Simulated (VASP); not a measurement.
# Sb in VASP: single point with PBE+D3(BJ)

Aim: the single point of Sb with PBE+D3(BJ).

Program: VASP 6.6.1. These are calculated values, not measurements. Logs are shortened: lines on timing, memory, paths and dates and some standing lists are left out, and cuts for length are marked.

### 1 The cell of the first run

The cell holds a slab with vacuum, 4 atoms: a = 4.069 Å, b = 4.069 Å, c = 20.800 Å, α = 90.00°, β = 90.00°, γ = 120.00°.

### 2 Single point, PBE+D3(BJ)

INCAR reads:

```
SYSTEM = Sb
  ALGO = Normal
  DIPOL = 0.5 0.5 0.388
  EDIFF = 1E-7
  ENCUT = 520
  GGA = PE
  IDIPOL = 3
  ISIF = 2
  ISMEAR = 0
  IVDW = 12
  LASPH = .True.
  LCHARG = .True.
  LDIPOL = .True.
  LELF = .True.
  LREAL = .False.
  LVACPOTAV = .True.
  LVHAR = .True.
  LWAVE = .False.
  NBANDS = 18
  NELM = 60
  PREC = Accurate
  SIGMA = 0.05
```

KPOINTS reads:

```
k-points
0
Gamma
  9 9 1
  0 0 0
```

POSCAR reads:

```
Sb
1.0
    4.0686848921      0.0000000000      0.0000000000
   -2.0343424461      3.5235844766      0.0000000000
    0.0000000000      0.0000000000     20.8000277116
Sb
4
Direct
    0.3333333333      0.6666666667      0.2956733491
    0.6666666667      0.3333333333      0.2163458656
    0.6666666667      0.3333333333      0.5600967399
    0.3333333333      0.6666666667      0.4807692564
```

Potentials or basis: VASP PAW PBE potentials, release 64 (Sb).

On the command line:

```bash
cat potpaw_PBE.64/Sb/POTCAR > POTCAR
mpirun -np 1 vasp_std > vasp.out
```

OUTCAR:

```text
SYSTEM = Sb
   EDIFF = 1E-7
   ENCUT = 520
   GGA = PE
   ISIF = 2
   ISMEAR = 0
   IVDW = 12
   LASPH = .True.
   LREAL = .False.
   NELM = 60
   PREC = Accurate
 IVDW          = 12

 ion  position               nearest neighbor table
   1  0.333  0.667  0.296-   2 2.87   2 2.87   2 2.87
   2  0.667  0.333  0.216-   1 2.87   1 2.87   1 2.87
   3  0.667  0.333  0.560-   4 2.87   4 2.87   4 2.87
   4  0.333  0.667  0.481-   3 2.87   3 2.87   3 2.87

  LATTYP: Found a hexagonal cell.
 ALAT       =     4.0686848921
 C/A-ratio  =     5.1122237930

  Lattice vectors:

 A1 = (   4.0686848921,   0.0000000000,   0.0000000000)
 A2 = (  -2.0343424461,   3.5235844766,   0.0000000000)
 A3 = (   0.0000000000,   0.0000000000,  20.8000277116)

Analysis of symmetry for initial positions (statically):
=====================================================================
 Subroutine PRICEL returns:
 Original cell was already a primitive cell.

 Routine SETGRP: Setting up the symmetry group for a
 hexagonal supercell.

 Subroutine GETGRP returns: Found 12 space group operations
 (whereof  6 operations were pure point group operations)
 out of a pool of 24 trial point group operations.

The static configuration has the point symmetry C_3v.
 The point group associated with its full space group is D_3h.

Analysis of symmetry for dynamics (positions and initial velocities):
=====================================================================
 Subroutine PRICEL returns:
 Original cell was already a primitive cell.

 Routine SETGRP: Setting up the symmetry group for a
 hexagonal supercell.

 Subroutine GETGRP returns: Found 12 space group operations
 (whereof  6 operations were pure point group operations)
 out of a pool of 24 trial point group operations.

The dynamic configuration has the point symmetry C_3v.
 The point group associated with its full space group is D_3h.

 Subroutine INISYM returns: Found 12 space group operations
 (whereof  6 operations are pure point group operations),
 and found     1 'primitive' translations

----------------------------------------------------------------------------------------

                                     Primitive cell

  volume of cell :     298.1966

  direct lattice vectors                    reciprocal lattice vectors
     4.068684892  0.000000000  0.000000000     0.245779663  0.141900954  0.000000000
    -2.034342446  3.523584477  0.000000000     0.000000000  0.283801909  0.000000000
     0.000000000  0.000000000 20.800027712     0.000000000  0.000000000  0.048076859

  length of vectors
     4.068684892  4.068684892 20.800027712     0.283801909  0.283801909  0.048076859

  position of ions in fractional coordinates (direct lattice)
     0.333333333  0.666666667  0.295673349
     0.666666667  0.333333333  0.216345866
     0.666666667  0.333333333  0.560096740
     0.333333333  0.666666667  0.480769256

  ion indices of the primitive-cell ions
   primitive index   ion index
                 1           1
                 2           2
                 3           3
                 4           4

----------------------------------------------------------------------------------------

 KPOINTS: k-points

Automatic generation of k-mesh.
 Grid dimensions read from file:
 generate k-points for:    9    9    1

 Generating k-lattice:

  Cartesian coordinates                     Fractional coordinates (reciprocal lattice)
     0.027308851  0.015766773  0.000000000     0.111111111 -0.000000000  0.000000000
     0.000000000  0.031533545  0.000000000     0.000000000  0.111111111  0.000000000
     0.000000000  0.000000000  0.048076859     0.000000000  0.000000000  1.000000000

  Length of vectors
     0.031533545  0.031533545  0.048076859

  Shift w.r.t. Gamma in fractional coordinates (k-lattice)
     0.000000000  0.000000000  0.000000000

 Subroutine IBZKPT returns following result:
 ===========================================

 Found     12 irreducible k-points:

 Following reciprocal coordinates:
            Coordinates               Weight
  0.000000  0.000000  0.000000      1.000000
  0.111111 -0.000000  0.000000      6.000000
  0.222222 -0.000000  0.000000      6.000000
  0.333333 -0.000000  0.000000      6.000000
  0.444444 -0.000000  0.000000      6.000000
  0.111111  0.111111  0.000000      6.000000
  0.222222  0.111111  0.000000     12.000000
  0.333333  0.111111  0.000000     12.000000
  0.444444  0.111111  0.000000      6.000000
  0.222222  0.222222  0.000000      6.000000
  0.333333  0.222222  0.000000     12.000000
  0.333333  0.333333  0.000000      2.000000
   k-points           NKPTS =     12   k-points in BZ     NKDIM =     12   number of bands    NBANDS=     18
   number of dos      NEDOS =    301   number of ions     NIONS =      4
   total plane-waves  NPLWV = 144000
   dimension x,y,z NGX =    30 NGY =   30 NGZ =  160
   dimension x,y,z NGXF=    60 NGYF=   60 NGZF=  320
   ions per type =               4
   NGX,Y,Z   is equivalent  to a cutoff of  12.26, 12.26, 12.79 a.u.
   NGXF,Y,Z  is equivalent  to a cutoff of  24.52, 24.52, 25.58 a.u.
 SYSTEM =  Sb
   PREC   = accura    normal or accurate (medium, high low for compatibility)
   ISTART =      0    job   : 0-new  1-cont  2-samecut
   ICHARG =      2    charge: 1-file 2-atom 10-const
   ISPIN  =      1    spin polarized calculation?
   LNONCOLLINEAR =      F non collinear calculations
   LSORBIT =      F    spin-orbit coupling
   LASPH  =      T    aspherical Exc in radial PAW
   ENCUT  =  520.0 eV  38.22 Ry    6.18 a.u.   7.57  7.57 38.67*2*pi/ulx,y,z
   NELM   =     60;   NELMIN=  2; NELMDL= -5     # of ELM steps
   EDIFF  = 0.1E-06   stopping-criterion for ELM
   LREAL  =      F    real-space projection
   EDIFFG = 0.1E-05   stopping-criterion for IOM
   NSW    =      0    number of steps for IOM
   IBRION =     -1    ionic relax: 0-MD 1-quasi-New 2-CG
   NFREE  =      0    steps in history (QN), initial steepest desc. (CG)
   ISIF   =      2    stress and relaxation
   ISYM   =      2    0-nonsym 1-usesym 2-fastsym
   POTIM  = 0.5000    time-step for ionic-motion
   TEBEG  =    0.0;   TEEND  =   0.0 temperature during run
   PSTRESS=    0.0 pullay stress
   NELECT =      20.0000    total number of electrons
   NUPDOWN=      -1.0000    fix difference up-down
   EMIN   =  10.00;   EMAX   =-10.00  energy-range for DOS
   EFERMI =   0.00;   METHOD = LEGACY
   ISMEAR =     0;   SIGMA  =   0.05  broadening in eV -4-tet -1-fermi 0-gaus
   EFERMI_NEDOS =   21; number of points for ismear=-14 and -15
   IALGO  =     38    algorithm
   IMIX   =      4    mixing-type and parameters
     AMIX     =   0.40;   BMIX     =  1.00
     AMIX_MAG =   1.60;   BMIX_MAG =  1.00
  volume/ion in A,a.u.               =      74.55       503.08
  Fermi-wavevector in a.u.,A,eV,Ry     =   0.665146  1.256945  6.019487  0.442420
  Thomas-Fermi vector in A             =   1.739052
   LORBIT       =      0    0 simple, 1 ext, 2 COOP (PROOUT), +10 PAW based schemes
   GGA     = PE    functional components
   LHFCALC =     F    Hartree Fock is set to
   AEXX    =    0.0000 exact exchange contribution
   IVDW    =    12    specifies the selected vdW correction
   LEPSILON=     F    determine dielectric tensor
   LRPA    =     F    only Hartree local field effects (RPA)
 non-spin polarized calculation
 Gauss-broadening in eV      SIGMA  =   0.05
  energy-cutoff  :      520.00
  volume of cell :      298.20
 maximum number of plane-waves:      8073
   NGX = 15   NGY = 15   NGZ = 77

 dipolmoment           0.000000      0.000000      0.000046 electrons x Angstroem

 number of electron      20.0000001 magnetization

 dipolmoment           0.000000      0.000000     -0.000000 electrons x Angstroem

 Free energy of the ion-electron system (eV)
  ---------------------------------------------------
  ext. energy  EPLUGINS =         0.00000000
  ---------------------------------------------------
  free energy    TOTEN  =       -16.14319091 eV

  energy without entropy =      -16.14319091  energy(sigma->0) =      -16.14319091

 E-fermi :   0.1700     XC(G=0):  -4.7477

 val. band max:       -0.0921092877   @ k =   0.0000   0.0000   0.0000
 cond. band min:       0.7641702830   @ k =   0.3333  -0.0000   0.0000
 fundamental gap:      0.8562795707
 Fermi energy:         0.1699548949

 k-point     1 :       0.0000    0.0000    0.0000
  band No.  band energies     occupation
      1     -11.6589      2.00000
      2     -11.5883      2.00000
      3      -6.8246      2.00000
      4      -6.3505      2.00000
      5      -1.5100      2.00000
      6      -0.2216      2.00000
[... 10 lines left out ...]
     17       4.0819      0.00000
     18       4.4400      0.00000

 k-point     2 :       0.1111   -0.0000    0.0000
  band No.  band energies     occupation
      1     -11.5239      2.00000
      2     -11.4526      2.00000
      3      -6.8001      2.00000
      4      -6.3481      2.00000
      5      -1.5500      2.00000
      6      -1.2192      2.00000
[... 10 lines left out ...]
     17       4.2574      0.00000
     18       4.5925      0.00000

 k-point     3 :       0.2222   -0.0000    0.0000
  band No.  band energies     occupation
      1     -11.1273      2.00000
      2     -11.0538      2.00000
      3      -6.8311      2.00000
      4      -6.4634      2.00000
      5      -2.7904      2.00000
      6      -2.5263      2.00000
[... 10 lines left out ...]
     17       4.6172      0.00000
     18       4.9974      0.00000

 k-point     4 :       0.3333   -0.0000    0.0000
  band No.  band energies     occupation
      1     -10.5061      2.00000
      2     -10.4281      2.00000
      3      -7.2202      2.00000
      4      -6.9922      2.00000
      5      -3.5249      2.00000
      6      -3.1372      2.00000
[... 123 lines left out ...]
      4      -7.2863      2.00000
      5      -3.2204      2.00000
      6      -2.9925      2.00000
[... 10 lines left out ...]
     17       5.5681      0.00000
     18       5.7149      0.00000

 k-point    11 :       0.3333    0.2222    0.0000
  band No.  band energies     occupation
      1      -9.4436      2.00000
      2      -9.3520      2.00000
      3      -8.1435      2.00000
      4      -8.0156      2.00000
      5      -3.5863      2.00000
      6      -3.4580      2.00000
[... 10 lines left out ...]
     17       5.5929      0.00000
     18       6.1611      0.00000

 k-point    12 :       0.3333    0.3333    0.0000
  band No.  band energies     occupation
      1      -8.8314      2.00000
      2      -8.7073      2.00000
      3      -8.6997      2.00000
      4      -8.6298      2.00000
      5      -3.8596      2.00000
      6      -3.7691      2.00000
[... 10 lines left out ...]
     17       5.9914      0.00000
     18       7.0508      0.00000

------------------------ aborting loop because EDIFF is reached ----------------------------------------

 Edisp (eV)   -1.16037

 E8    (eV) :    -0.5553

  FORCE on cell =-STRESS in cart. coord.  units (eV):
  Direction    XX          YY          ZZ          XY          YZ          ZX
  --------------------------------------------------------------------------------------
  -------------------------------------------------------------------------------------
  Total       0.12975     0.12975     0.64529    -0.00000     0.00000     0.00000
  in kB       0.69714     0.69714     3.46705    -0.00000     0.00000     0.00000
  external pressure =        1.62 kB  Pullay stress =        0.00 kB

 VOLUME and BASIS-vectors are now :
 -----------------------------------------------------------------------------
  energy-cutoff  :      520.00
  volume of cell :      298.20
      direct lattice vectors                 reciprocal lattice vectors
     4.068684892  0.000000000  0.000000000     0.245779663  0.141900954  0.000000000
    -2.034342446  3.523584477  0.000000000     0.000000000  0.283801909  0.000000000
     0.000000000  0.000000000 20.800027712     0.000000000  0.000000000  0.048076859

 POSITION                                       TOTAL-FORCE (eV/Angst)
 -----------------------------------------------------------------------------------
     -0.00000      2.34906      6.15001        -0.000000     -0.000000      0.038698
      2.03434      1.17453      4.50000        -0.000000      0.000000     -0.114770
      2.03434      1.17453     11.65003        -0.000000      0.000000      0.114770
     -0.00000      2.34906     10.00001         0.000000     -0.000000     -0.038698
 -----------------------------------------------------------------------------------
    total drift:                                0.000000     -0.000000     -0.000006

  FREE ENERGIE OF THE ION-ELECTRON SYSTEM (eV)
  ---------------------------------------------------
  free  energy   TOTEN  =       -17.3035593068 eV

  energy  without entropy=      -17.3035593068  energy(sigma->0) =      -17.30355931

 vacuum level on the upper side and lower side of the slab         4.641         4.641
```

It took 2.1 min on 1 thread of Intel Xeon Platinum 8375C at 2.90GHz (Ice Lake), shared host; peak memory 0.39 GiB.

What came out:

| Quantity | Value |
| --- | --- |
| Free energy | -17.3036 eV |
| Largest force | 0.115 eV/Å |
| Band gap on the k mesh | 0.86 eV, indirect (least direct gap 1.29 eV) |
| Dispersion energy per atom | -0.290 eV |

Forces on the atoms (eV/Å):
```
Sb   0.000  0.000  0.039
Sb   0.000  0.000 -0.115
Sb   0.000  0.000  0.115
Sb   0.000  0.000 -0.039
```

Caveat: spin-orbit coupling is left out, which moves the levels of the heavy elements.
